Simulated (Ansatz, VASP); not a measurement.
BaTiO3: VASP beside Ansatz

File INCAR:

```
ALGO = Normal
EDIFF = 1E-6
ENCUT = 520
GGA = PE
ISIF = 2
ISMEAR = 0
LASPH = T
LCHARG = F
LREAL = F
LWAVE = F
NBANDS = 28
NELM = 80
PREC = Accurate
SIGMA = 0.05
```

KPOINTS

```
k-points
0
Gamma
  8 8 8
```

File POSCAR:

```
BaTiO3
1.0
    3.6976933126      0.0000000000      0.0000000000
    0.0000000000      3.6976933126      0.0000000000
    0.0000000000      0.0000000000      3.6977388148
Ba Ti O
1 1 3
Direct
    0.0000000000      0.0000000000      0.0000000000
    0.5000000000      0.5000000000      0.5000000000
    0.5000000000      0.5000000000      0.0000000000
    0.5000000000      0.0000000000      0.5000000000
    0.0000000000      0.5000000000      0.5000000000
```

Input for Ansatz:

```yaml
crystal:
  lattice:
    - [3.6976933126, 0.0, 0.0]
    - [0.0, 3.6976933126, 0.0]
    - [0.0, 0.0, 3.6977388148]
  atoms:
    - { symbol: Ba, position: [0.0, 0.0, 0.0] }
    - { symbol: Ti, position: [0.5, 0.5, 0.5] }
    - { symbol: O, position: [0.5, 0.5, 0.0] }
    - { symbol: O, position: [0.5, 0.0, 0.5] }
    - { symbol: O, position: [0.0, 0.5, 0.5] }
basis:
  ecutwfc: 420
kpoints:
  mp_grid: { grid: [8, 8, 8] }
hamiltonian:
  xc: pbe
scf:
  occupations: { method: gaussian, width: 0.05 }
output:
  forces: true
  stress: true
  eigenvalues: true
```

Change from the starting cell: strain -0.080 along x and y, -0.080 along z, atoms carried along.

Alike in both runs: task single point; functional PBE; k mesh 8 × 8 × 8; occupations gaussian, width 0.05 eV; no spin polarisation.

|  | VASP | Ansatz |
| --- | --- | --- |
| version | VASP 6.6.1 | Ansatz 0.2.0 |
| potentials or method | VASP PAW PBE potentials, release 64 (Ba_sv, Ti_sv, O), cutoff 520 eV | scalar-relativistic, plane waves, PAW |
| valence electrons in the cell | 40 | 40 |

```csv
,VASP,Ansatz,Ansatz less VASP
gap on the k mesh at the Fermi level (eV),1.97,2.00,+0.037
least direct gap on the mesh (eV),1.97,2.00,+0.037
pressure (GPa),75.5,71.2,-4.26
```

Both programs put the cell under a high pressure, so it lies far from rest at this level. The functional is the same, so the differences come from potentials, cutoffs and numerics. Ansatz's warnings: near symmetry operations not taken.

Spin-orbit coupling is off throughout. Noted on VASP's run: the cell as given lies far from equilibrium.
